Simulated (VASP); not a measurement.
# HF in VASP: further runs, part 2 of 2

VASP 6.6.1. The steps go on from the part before.

## Step 3: Single point, PBE+D3(BJ)

Input file INCAR:

```
SYSTEM = HF
  PREC = Accurate
  ENCUT = 520
  EDIFF = 1E-6
  ISMEAR = -1
  SIGMA = 0.05
  LREAL = .FALSE.
  LASPH = .TRUE.
  NELM = 120
  ALGO = Normal
  ISIF = 2
  LWAVE = .FALSE.
  LCHARG = .TRUE.
  GGA = PE
  IVDW = 12
  LELF = .TRUE.
  LVHAR = .TRUE.
  NBANDS = 36
  GGA_COMPAT = .FALSE.
```

Input file KPOINTS:

```
regular mesh
0
G
  1 1 1
  0 0 0
```

Input file POSCAR:

```
HF
1.0
    6.0767910000      0.0000000000      0.0000000000
    0.0000000000      6.0767910000      0.0000000000
    0.0000000000      0.0000000000      6.0767910000
F H
6 6
Direct
    0.9100691467      0.2055361127      0.7092559214
    1.0194360807      0.9502548302     -0.0071419274
    0.7874715454      0.8480791918      0.3471569123
    0.2099134231      0.2988583942      0.5194517962
    0.4127671990      0.7391894834      1.0916781571
    0.5073895087      0.1071289106      0.3004217193
    1.0254425403      0.2216959576      0.5997573390
    0.9599639020      1.0693637481     -0.1098441595
    0.8820444870      0.8909472121      0.2255302182
    0.3137346669      0.2276530491      0.4180002241
    0.3032850727      0.8342231944      1.0362047995
    0.5831531807     -0.0366476319      0.2945798202
```

Potentials or basis: VASP PAW PBE potentials, release 64 (F, H).

The run is started by

```bash
$ cat potpaw_PBE.64/F/POTCAR potpaw_PBE.64/H/POTCAR > POTCAR
$ mpirun -np 1 vasp_gam > vasp.out
```

OUTCAR:

```text
SYSTEM = HF
   PREC = Accurate
   ENCUT = 520
   EDIFF = 1E-6
   ISMEAR = -1
   LREAL = .FALSE.
   LASPH = .TRUE.
   NELM = 120
   ISIF = 2
   GGA = PE
   IVDW = 12
 IVDW          = 12

 ion  position               nearest neighbor table
   1  0.910  0.206  0.709-   7 0.97
   2  0.019  0.950  0.993-   8 1.02
   3  0.787  0.848  0.347-   9 0.97
   4  0.210  0.299  0.519-  10 0.98   7 1.31
   5  0.413  0.739  0.092-  11 0.94
   6  0.507  0.107  0.300-  12 0.99
   7  0.025  0.222  0.600-   1 0.97   4 1.31
   8  0.960  0.069  0.890-   2 1.02
   9  0.882  0.891  0.226-   3 0.97
  10  0.314  0.228  0.418-   4 0.98
  11  0.303  0.834  0.036-   5 0.94
  12  0.583  0.963  0.295-   6 0.99

  LATTYP: Found a simple cubic cell.
 ALAT       =     6.0767910000

  Lattice vectors:

 A1 = (   6.0767910000,   0.0000000000,   0.0000000000)
 A2 = (   0.0000000000,   6.0767910000,   0.0000000000)
 A3 = (   0.0000000000,   0.0000000000,   6.0767910000)

Analysis of symmetry for initial positions (statically):
=====================================================================
 Subroutine PRICEL returns:
 Original cell was already a primitive cell.

 Routine SETGRP: Setting up the symmetry group for a
 simple cubic supercell.

 Subroutine GETGRP returns: Found  1 space group operations
 (whereof  1 operations were pure point group operations)
 out of a pool of 48 trial point group operations.

The static configuration has the point symmetry C_1 .

Analysis of symmetry for dynamics (positions and initial velocities):
=====================================================================
 Subroutine PRICEL returns:
 Original cell was already a primitive cell.

 Routine SETGRP: Setting up the symmetry group for a
 simple cubic supercell.

 Subroutine GETGRP returns: Found  1 space group operations
 (whereof  1 operations were pure point group operations)
 out of a pool of 48 trial point group operations.

The dynamic configuration has the point symmetry C_1 .

 Subroutine INISYM returns: Found  1 space group operations
 (whereof  1 operations are pure point group operations),
 and found     1 'primitive' translations

----------------------------------------------------------------------------------------

                                     Primitive cell

  volume of cell :     224.4000

  direct lattice vectors                    reciprocal lattice vectors
     6.076791000  0.000000000  0.000000000     0.164560539  0.000000000  0.000000000
     0.000000000  6.076791000  0.000000000     0.000000000  0.164560539  0.000000000
     0.000000000  0.000000000  6.076791000     0.000000000  0.000000000  0.164560539

  length of vectors
     6.076791000  6.076791000  6.076791000     0.164560539  0.164560539  0.164560539

  position of ions in fractional coordinates (direct lattice)
     0.910069147  0.205536113  0.709255921
     0.019436081  0.950254830  0.992858073
     0.787471545  0.848079192  0.347156912
     0.209913423  0.298858394  0.519451796
     0.412767199  0.739189483  0.091678157
     0.507389509  0.107128911  0.300421719
     0.025442540  0.221695958  0.599757339
     0.959963902  0.069363748  0.890155841
     0.882044487  0.890947212  0.225530218
     0.313734667  0.227653049  0.418000224
     0.303285073  0.834223194  0.036204799
     0.583153181  0.963352368  0.294579820

  ion indices of the primitive-cell ions
   primitive index   ion index
                 1           1
                 2           2
                 3           3
                 4           4
                 5           5
                 6           6
                 7           7
                 8           8
                 9           9
                10          10
                11          11
                12          12

----------------------------------------------------------------------------------------

 KPOINTS: regular mesh

Automatic generation of k-mesh.
 Grid dimensions read from file:
 generate k-points for:    1    1    1

 Generating k-lattice:

  Cartesian coordinates                     Fractional coordinates (reciprocal lattice)
     0.164560539  0.000000000  0.000000000     1.000000000  0.000000000  0.000000000
     0.000000000  0.164560539  0.000000000     0.000000000  1.000000000  0.000000000
     0.000000000  0.000000000  0.164560539     0.000000000  0.000000000  1.000000000

  Length of vectors
     0.164560539  0.164560539  0.164560539

  Shift w.r.t. Gamma in fractional coordinates (k-lattice)
     0.000000000  0.000000000  0.000000000

 Subroutine IBZKPT returns following result:
 ===========================================

 Found      1 irreducible k-points:

 Following reciprocal coordinates:
            Coordinates               Weight
  0.000000  0.000000  0.000000      1.000000
   k-points           NKPTS =      1   k-points in BZ     NKDIM =      1   number of bands    NBANDS=     36
   number of dos      NEDOS =    301   number of ions     NIONS =     12
   total plane-waves  NPLWV = 110592
   dimension x,y,z NGX =    48 NGY =   48 NGZ =   48
   dimension x,y,z NGXF=    96 NGYF=   96 NGZF=   96
   ions per type =               6   6
   NGX,Y,Z   is equivalent  to a cutoff of  13.13, 13.13, 13.13 a.u.
   NGXF,Y,Z  is equivalent  to a cutoff of  26.26, 26.26, 26.26 a.u.
 SYSTEM =  HF
   PREC   = accura    normal or accurate (medium, high low for compatibility)
   ISTART =      0    job   : 0-new  1-cont  2-samecut
   ICHARG =      2    charge: 1-file 2-atom 10-const
   ISPIN  =      1    spin polarized calculation?
   LNONCOLLINEAR =      F non collinear calculations
   LSORBIT =      F    spin-orbit coupling
   LASPH  =      T    aspherical Exc in radial PAW
   ENCUT  =  520.0 eV  38.22 Ry    6.18 a.u.  11.30 11.30 11.30*2*pi/ulx,y,z
   NELM   =    120;   NELMIN=  2; NELMDL= -5     # of ELM steps
   EDIFF  = 0.1E-05   stopping-criterion for ELM
   LREAL  =      F    real-space projection
[... 7 lines left out ...]
   TEBEG  =    0.0;   TEEND  =   0.0 temperature during run
   PSTRESS=    0.0 pullay stress
   NELECT =      48.0000    total number of electrons
   NUPDOWN=      -1.0000    fix difference up-down
   EMIN   =  10.00;   EMAX   =-10.00  energy-range for DOS
   EFERMI =   0.00;   METHOD = LEGACY
   ISMEAR =    -1;   SIGMA  =   0.05  broadening in eV -4-tet -1-fermi 0-gaus
   EFERMI_NEDOS =   21; number of points for ismear=-14 and -15
   IALGO  =     38    algorithm
   IMIX   =      4    mixing-type and parameters
     AMIX     =   0.40;   BMIX     =  1.00
     AMIX_MAG =   1.60;   BMIX_MAG =  1.00
  volume/ion in A,a.u.               =      18.70       126.19
  Fermi-wavevector in a.u.,A,eV,Ry     =   0.979071  1.850176 13.042278  0.958580
  Thomas-Fermi vector in A             =   2.109896
   LORBIT       =      0    0 simple, 1 ext, 2 COOP (PROOUT), +10 PAW based schemes
   GGA     = PE    functional components
   LHFCALC =     F    Hartree Fock is set to
   AEXX    =    0.0000 exact exchange contribution
   IVDW    =    12    specifies the selected vdW correction
   LEPSILON=     F    determine dielectric tensor
   LRPA    =     F    only Hartree local field effects (RPA)
 non-spin polarized calculation
  energy-cutoff  :      520.00
  volume of cell :      224.40
 maximum number of plane-waves:      3016
 NGX is ok and might be reduce to    48
   NGX = 23   NGY = 23   NGZ = 23

 number of electron      47.9999999 magnetization

 Free energy of the ion-electron system (eV)
  ---------------------------------------------------
  ext. energy  EPLUGINS =         0.00000000
  ---------------------------------------------------
  free energy    TOTEN  =       -49.13570794 eV

  energy without entropy =      -49.13570794  energy(sigma->0) =      -49.13570794

 E-fermi :  -5.8517     XC(G=0):  -5.1942

 val. band max:       -7.1543028637   @ k =   0.0000   0.0000   0.0000
 cond. band min:      -0.1697052653   @ k =   0.0000   0.0000   0.0000
 fundamental gap:      6.9845975984
 Fermi energy:        -5.8517006239

 k-point     1 :       0.0000    0.0000    0.0000
  band No.  band energies     occupation
      1     -29.3618      2.00000
      2     -28.8679      2.00000
      3     -28.4814      2.00000
      4     -27.9296      2.00000
      5     -27.8028      2.00000
      6     -27.6468      2.00000
[... 28 lines left out ...]
     35       7.0375      0.00000
     36       7.2009      0.00000

------------------------ aborting loop because EDIFF is reached ----------------------------------------

 Edisp (eV)   -0.20084

 E8    (eV) :    -0.0399

  FORCE on cell =-STRESS in cart. coord.  units (eV):
  Direction    XX          YY          ZZ          XY          YZ          ZX
  --------------------------------------------------------------------------------------
  -------------------------------------------------------------------------------------
  Total       1.81437    -0.01317    -0.32175     0.43187    -0.04551    -0.90251
  in kB      12.95429    -0.09400    -2.29724     3.08350    -0.32492    -6.44376
  external pressure =        3.52 kB  Pullay stress =        0.00 kB

 VOLUME and BASIS-vectors are now :
 -----------------------------------------------------------------------------
  energy-cutoff  :      520.00
  volume of cell :      224.40
      direct lattice vectors                 reciprocal lattice vectors
     6.076791000  0.000000000  0.000000000     0.164560539  0.000000000  0.000000000
     0.000000000  6.076791000  0.000000000     0.000000000  0.164560539  0.000000000
     0.000000000  0.000000000  6.076791000     0.000000000  0.000000000  0.164560539

 POSITION                                       TOTAL-FORCE (eV/Angst)
 -----------------------------------------------------------------------------------
      5.53030      1.24900      4.31000        -1.684178     -0.461719      1.232341
      0.11811      5.77450      6.03339        -0.282778      0.389882      0.227980
      4.78530      5.15360      2.10960         0.631647     -0.265945     -0.317107
      1.27560      1.81610      3.15660         1.159322      0.294555     -1.036207
      2.50830      4.49190      0.55711         0.107122     -0.216675     -0.047496
      3.08330      0.65100      1.82560        -0.647983      0.568791     -0.157420
      0.15461      1.34720      3.64460         0.574277      0.141081     -0.167026
      5.83350      0.42151      5.40929         0.399606     -0.446621     -0.133951
      5.36000      5.41410      1.37050        -0.051337     -0.203415     -0.093562
      1.90650      1.38340      2.54010         0.189161     -0.224691      0.201596
      1.84300      5.06940      0.22001        -0.313892      0.077705     -0.101380
      3.54370      5.85409      1.79010        -0.080966      0.347050      0.392232
 -----------------------------------------------------------------------------------
    total drift:                                0.002395      0.000380     -0.000170

  FREE ENERGIE OF THE ION-ELECTRON SYSTEM (eV)
  ---------------------------------------------------
  free  energy   TOTEN  =       -49.3365462345 eV

  energy  without entropy=      -49.3365462345  energy(sigma->0) =      -49.33654623
```

Run time: 38 s. Hardware: 1 thread of Intel Xeon 8259CL, shared host; peak memory 0.32 GiB.

What came out:

| Property | Result |
| --- | --- |
| Free energy | -49.3365 eV |
| Pressure | 0.4 GPa |
| Largest force | 2.137 eV/Å |
| Dispersion energy per atom | -0.017 eV |

Forces on the atoms (eV/Å):
```
F   -1.684 -0.462  1.232
F   -0.283  0.390  0.228
F    0.632 -0.266 -0.317
F    1.159  0.295 -1.036
F    0.107 -0.217 -0.047
F   -0.648  0.569 -0.157
H    0.574  0.141 -0.167
H    0.400 -0.447 -0.134
H   -0.051 -0.203 -0.094
H    0.189 -0.225  0.202
H   -0.314  0.078 -0.101
H   -0.081  0.347  0.392
```

Stress tensor (GPa, compression positive):
```
 1.30  0.31 -0.64
 0.31 -0.01 -0.03
-0.64 -0.03 -0.23
```

Caveat: the k points lie up to 1.03 Å⁻¹ apart.

## Step 4: Single point, PBE+D3(BJ)

Input file INCAR:

```
PREC = Accurate
ENCUT = 520
EDIFF = 1E-6
ISMEAR = -1
SIGMA = 0.05
LREAL = False
LASPH = True
NELM = 120
ALGO = Normal
ISIF = 2
LWAVE = False
LCHARG = False
GGA = PE
IVDW = 12
NBANDS = 36
GGA_COMPAT = False
```

Input file KPOINTS:

```
regular mesh
0
Gamma
  1 1 1
```

Input file POSCAR:

```
HF
1.0
    6.0767910000      0.0000000000      0.0000000000
    0.0000000000      6.0767910000      0.0000000000
    0.0000000000      0.0000000000      6.0767910000
F H
6 6
Direct
    0.8725657999      0.2380203631      0.7091736412
    1.0170170407      0.9705286886      0.0385071660
    0.8328244299      0.8327092375      0.3641560159
    0.2509383653      0.3128460400      0.5425396398
    0.3780120132      0.7443895964      1.1146837204
    0.4783445736      0.1441879439      0.2856277269
    0.9892556779      0.2784857995      0.6177108938
    0.9772756707      1.0795171333     -0.0755497433
    0.9129983243      0.8439322662      0.2325240411
    0.3462847414      0.2453103949      0.4301283358
    0.2742401376      0.8147063146      1.0274008107
    0.5420953263     -0.0008886269      0.3007343843
```

The run is started by

```bash
$ cat potpaw_PBE.64/F/POTCAR potpaw_PBE.64/H/POTCAR > POTCAR
$ mpirun -np 1 vasp_gam > vasp.out
```

It took 36 s on 1 thread of Intel Xeon 8259CL, shared host; peak memory 0.31 GiB.

It converged, with:

* Free energy: -49.1357 eV
* Pressure: 0.5 GPa
* Largest force: 1.780 eV/Å
* Dispersion energy per atom: -0.017 eV

Forces in eV/Å, atoms in the order of the input:
```
F   -0.991 -0.647  1.329
F    0.287  0.875 -1.325
F   -0.831 -0.234  0.959
F   -0.489  0.321  0.290
F    0.865 -0.601  0.529
F    0.893 -0.693 -0.725
H    1.462  0.320 -0.874
H   -0.180 -0.428  0.241
H    0.142  0.242 -0.475
H   -0.323  0.045  0.472
H   -0.744  0.528 -0.462
H   -0.091  0.273  0.041
```

Stress tensor (GPa, compression positive):
```
 0.82  0.33 -1.73
 0.33 -0.59  0.40
-1.73  0.40  1.13
```

Levels at points of the mesh, in eV from the Fermi level:
| k point | band 21 | band 22 | band 23 | band 24 | band 25 | band 26 | band 27 | band 28 |
| --- | --- | --- | --- | --- | --- | --- | --- | --- |
| (0.00, 0.00, 0.00) | -1.50 | -1.41 | -1.37 | -1.31 | 5.70 | 9.07 | 9.52 | 10.08 |

Caveat: the k points lie up to 1.03 Å⁻¹ apart.

## Step 5: Single point, PBE+D3(BJ)

Input file INCAR:

```
SYSTEM = HF
PREC     = Accurate       ! precision mode
ENCUT    = 520            ! plane-wave cutoff, eV
EDIFF    = 1E-6           ! SCF threshold, eV
ISMEAR   = -1             ! smearing method
SIGMA    = 0.05           ! smearing width, eV
LREAL    = .FALSE.        ! projectors in reciprocal space
LASPH    = .TRUE.         ! aspherical terms in the spheres
NELM     = 120            ! most SCF steps
ALGO     = Normal         ! electronic algorithm
ISIF     = 2              ! what is computed and relaxed
LWAVE    = .FALSE.        ! write WAVECAR
LCHARG   = .FALSE.        ! write CHGCAR
GGA      = PE             ! functional
IVDW     = 12             ! dispersion correction
NBANDS   = 36             ! bands
GGA_COMPAT= .FALSE.
```

Input file KPOINTS:

```
Automatic mesh
0
G
  1 1 1
  0 0 0
```

Input file POSCAR:

```
HF
1.0
    6.0767910000      0.0000000000      0.0000000000
    0.0000000000      6.0767910000      0.0000000000
    0.0000000000      0.0000000000      6.0767910000
F H
6 6
Direct
    0.8974473534      0.2409659967      0.7347134367
    1.0156018201      0.9993761510      0.0067305260
    0.8246951393      0.8342396505      0.4090974990
    0.2758857430      0.3502341943      0.5960218148
    0.3442112786      0.7830942351      1.0964833248
    0.5663186376      0.1420486569      0.2829124780
    1.0334895507      0.2668349134      0.6574358078
    0.9583018406      1.1080354746     -0.1035414909
    0.7657660104      0.9510940890      0.3354731140
    0.3775676998      0.3577216988      0.4771268257
    0.2039892437      0.8327915178      1.0381466139
    0.4985690638      0.0129180023      0.2312733810
```

The run is started by

```bash
$ cat potpaw_PBE.64/F/POTCAR potpaw_PBE.64/H/POTCAR > POTCAR
$ mpirun -np 1 vasp_gam > vasp.out
```

Wall time 29 s (1 thread of Intel Xeon 8259CL, shared host); peak memory 0.32 GiB.

Results (log left out):

```
Free energy                : -49.0722 eV
Pressure                   : 0.6 GPa
Largest force              : 2.403 eV/Å
Dispersion energy per atom : -0.016 eV
```

Forces on the atoms (eV/Å):
```
F   -0.245  0.384 -0.440
F   -0.206 -0.036  0.280
F    0.961 -1.892  1.128
F    0.156  0.138 -0.077
F    0.226  0.018  0.117
F    0.311  0.776  0.229
H    0.188  0.281 -0.259
H    0.190 -0.573  0.274
H   -0.508  1.694 -0.820
H   -0.183 -0.263  0.035
H    0.171  0.333  0.181
H   -1.061 -0.861 -0.648
```

Stress tensor (GPa, compression positive):
```
 0.28 -0.82  0.71
-0.82  0.90 -1.37
 0.71 -1.37  0.67
```

Levels at points of the mesh, in eV from the Fermi level:
```
           k point  band 20  band 21  band 22  band 23  band 24  band 25  band 26  band 27  band 28  band 29
(0.00, 0.00, 0.00)    -2.08    -1.75    -1.73    -1.40    -1.26     5.31     8.73     9.26     9.69     9.77
```

Caveat: the k points lie up to 1.03 Å⁻¹ apart.

## Step 6: Molecular dynamics, PBE+D3(BJ)

Input file INCAR:

```
SYSTEM = HF
  ALGO = Normal
  EDIFF = 1E-5
  ENCUT = 440
  GGA = PE
  GGA_COMPAT = .False.
  IBRION = 0
  ISIF = 2
  ISMEAR = -1
  ISYM = 0
  IVDW = 12
  LANGEVIN_GAMMA = 20 20
  LASPH = .True.
  LCHARG = .False.
  LREAL = .False.
  LWAVE = .False.
  MAXMIX = 40
  MDALGO = 3
  NBANDS = 36
  NELM = 120
  NELMIN = 4
  NSW = 40
  POTIM = 0.5
  PREC = Normal
  RANDOM_SEED = 541327 0 0
  SIGMA = 0.05
  TEBEG = 500.0
  TEEND = 500.0
```

Input file KPOINTS:

```
k-points
0
Gamma
  1 1 1
  0 0 0
```

Input file POSCAR:

```
HF
1.0
    6.0767910000      0.0000000000      0.0000000000
    0.0000000000      6.0767910000      0.0000000000
    0.0000000000      0.0000000000      6.0767910000
F H
6 6
Direct
    0.9071907700      0.1967989300      0.7416146500
    1.0125385900      0.9274161600      0.0054381600
    0.7899816100      0.8790451800      0.3566529900
    0.1785673300      0.3270884500      0.4788924100
    0.3892996800      0.7056411300      1.0685931600
    0.5077356800      0.1628967200      0.3085480900
    1.0232715400      0.2420898400      0.6363351600
    0.9690628900      1.0410334400     -0.1074231300
    0.8666510500      0.8892722300      0.2176810800
    0.3100833000      0.2514666800      0.4238591500
    0.2646797500      0.7874015000      1.0208880500
    0.6083813000      0.0398207300      0.3395258200
```

Potentials or basis: VASP PAW PBE potentials, release 64 (F, H).

The run is started by

```bash
$ cat potpaw_PBE.64/F/POTCAR potpaw_PBE.64/H/POTCAR > POTCAR
$ mpirun -np 1 vasp_gam > vasp.out
```

It took 4.4 min on 1 thread of Intel Xeon 8259CL, shared host; peak memory 0.19 GiB.

It converged, with:

```yaml
Dispersion_energy_per_atom: -0.017 eV
```

Caveat: the k points lie up to 1.03 Å⁻¹ apart; the cutoff is under 1.25 times the usual one of these potentials, so pressure, stress and relaxed cells hold a basis-set (Pulay) error.

## Step 7: The runs side by side

```tsv
task	cell	cutoff (eV)	pressure (GPa)	largest force (eV/Å)
single point	as given, atomic positions A	520	-0.3	0.36
single point	as given, atomic positions B	520	0.4	2.14
single point	as given, atomic positions C	520	0.5	1.78
single point	as given, atomic positions D	520	0.6	2.40
molecular dynamics	as given, atomic positions A	440	-	-
```

Alike in all rows: level PBE+D3(BJ); potentials or basis VASP PAW PBE potentials, release 64 (F, H); no spin polarisation; k mesh 1 × 1 × 1; smearing fermi-dirac 0.05 eV.

Caveats: all runs use coarse meshes; the cutoff is under 1.25 times the usual one of these potentials, so pressure, stress and relaxed cells hold a basis-set (Pulay) error (at least some runs).

Absolute energies hang on the potentials; compare differences alone.
